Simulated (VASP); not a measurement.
A run of VASP 6.6.1 is set up as follows.

INCAR

```
PREC     = Accurate       # precision mode
ENCUT    = 520            # plane-wave cutoff, eV
EDIFF    = 1E-6           # SCF threshold, eV
ISMEAR   = -1             # smearing method
SIGMA    = 0.05           # smearing width, eV
LREAL    = Auto         
LASPH    = True           # aspherical terms in the spheres
NELM     = 200            # most SCF steps
ALGO     = Normal         # electronic algorithm
ISIF     = 2              # what is computed and relaxed
LWAVE    = False          # write WAVECAR
LCHARG   = True           # write CHGCAR
ISPIN    = 2              # spin polarisation
MAGMOM   = 0 0 0 0.083 0 0 0 0.083 0 0 0 0 0 0.083 0 0.083 0 0 0 0 0 0 0.083 0.083 0.083 0 0 0 0 0 0 0 0 0 0 0 0 0 0 0 0.083 0 0 0 0 0 0 0 0 0.083 0 0 0 0 0 0 0 0 0 0.083 0 0 0 0.083 0.083 # initial moments
LORBIT   = 11             # projections on sites
GGA      = PS             # functional
LELF     = True           # ELF
LVHAR    = True         
NBANDS   = 298            # bands
ISYM     = -1           
GGA_COMPAT= False        
KPAR     = 1
```

Contents of KPOINTS:

```
explicit points
1
Reciprocal
  0.25000000   0.25000000   0.25000000 1
```

POSCAR

```
Sr32HO32
1.0
   10.2454930000      0.0000000000      0.0000000000
    0.0000000000     10.2454930000      0.0000000000
    0.0000000000      0.0000000000     10.2454930000
O Sr H
32 32 1
Direct
    0.2462730000      0.9964610000      0.9961560000
    0.2457950000      0.9967460000      0.4961150000
    0.2458010000      0.4964220000      0.9964350000
    0.2459690000      0.4961850000      0.4958830000
    0.7462860000      0.9968630000      0.9965540000
    0.7463490000      0.9964510000      0.4960190000
    0.7463530000      0.4963280000      0.9961380000
    0.7501730000      0.4923430000      0.4920400000
    0.9963330000      0.2464040000      0.9961560000
    0.9966130000      0.2459270000      0.4961140000
    0.9967320000      0.7464170000      0.9965590000
    0.9962950000      0.7464800000      0.4960210000
    0.4962920000      0.2459360000      0.9964310000
    0.4960500000      0.2460930000      0.4958800000
    0.4961870000      0.7464880000      0.9961260000
    0.4921870000      0.7502970000      0.4920220000
    0.9963290000      0.9964600000      0.2461040000
    0.9967390000      0.9968650000      0.7461150000
    0.9966050000      0.4964180000      0.2456250000
    0.9963060000      0.4963290000      0.7461710000
    0.4962880000      0.9967430000      0.2456260000
    0.4961970000      0.9964460000      0.7461750000
    0.4960410000      0.4961810000      0.2457770000
    0.4922060000      0.4923390000      0.7499770000
    0.2461980000      0.2463300000      0.2460310000
    0.2458270000      0.2459420000      0.7460430000
    0.2458150000      0.7463470000      0.2456380000
    0.2462310000      0.7464740000      0.7461680000
    0.7462100000      0.2459620000      0.2456600000
    0.7463610000      0.2463540000      0.7461890000
    0.7463510000      0.7464920000      0.2460440000
    0.7503040000      0.7504290000      0.7501190000
    0.9962570000      0.9963890000      0.9960890000
    0.9964850000      0.9966280000      0.4961370000
    0.9964920000      0.4964330000      0.9963210000
    0.9967480000      0.4962040000      0.4959030000
    0.4962990000      0.9966260000      0.9963160000
    0.4960770000      0.9968820000      0.4959000000
    0.4960820000      0.4962080000      0.9965500000
    0.2462770000      0.2463970000      0.9960300000
    0.2457720000      0.2458980000      0.4960590000
    0.2459930000      0.7464200000      0.9963460000
    0.2456750000      0.7465550000      0.4958690000
    0.7463010000      0.2461330000      0.9963520000
    0.7464260000      0.2458280000      0.4958790000
    0.7464790000      0.7466190000      0.9966130000
    0.7482410000      0.7483860000      0.4940840000
    0.2462720000      0.9963320000      0.2460930000
    0.2460020000      0.9966510000      0.7461120000
    0.2457700000      0.4963590000      0.2455960000
    0.2456870000      0.4961810000      0.7462430000
    0.7462950000      0.9966630000      0.2458220000
    0.7464830000      0.9969280000      0.7463090000
    0.7464110000      0.4961850000      0.2455220000
    0.7482560000      0.4943970000      0.7480810000
    0.9961960000      0.2463980000      0.2460930000
    0.9965270000      0.2461240000      0.7461190000
    0.9965150000      0.7464190000      0.2458150000
    0.9968040000      0.7466130000      0.7463030000
    0.4962180000      0.2459060000      0.2455940000
    0.4960590000      0.2458260000      0.7462490000
    0.4960440000      0.7465570000      0.2455110000
    0.4942680000      0.7483830000      0.7480630000
    0.4935580000      0.4936940000      0.4933830000
    0.6203090000      0.6204150000      0.6201120000
```

Potentials or basis: VASP PAW PBE potentials, release 64 (O, Sr_sv, H).

Launch:

```bash
$ cat potpaw_PBE.64/O/POTCAR potpaw_PBE.64/Sr_sv/POTCAR potpaw_PBE.64/H/POTCAR > POTCAR
$ mpirun -np 4 vasp_std > vasp.out
```

(1) Predict the site moments.

(2) What does it give for the net moment?

(3) Predict the band gap on the k mesh.

Answers

(1) O +0.00, +0.09 (each value once); Sr -0.00, +0.00, +0.01 (each value once); H +0.23 μB.

(2) 1.00 μB per cell.

(3) 0.90 eV.
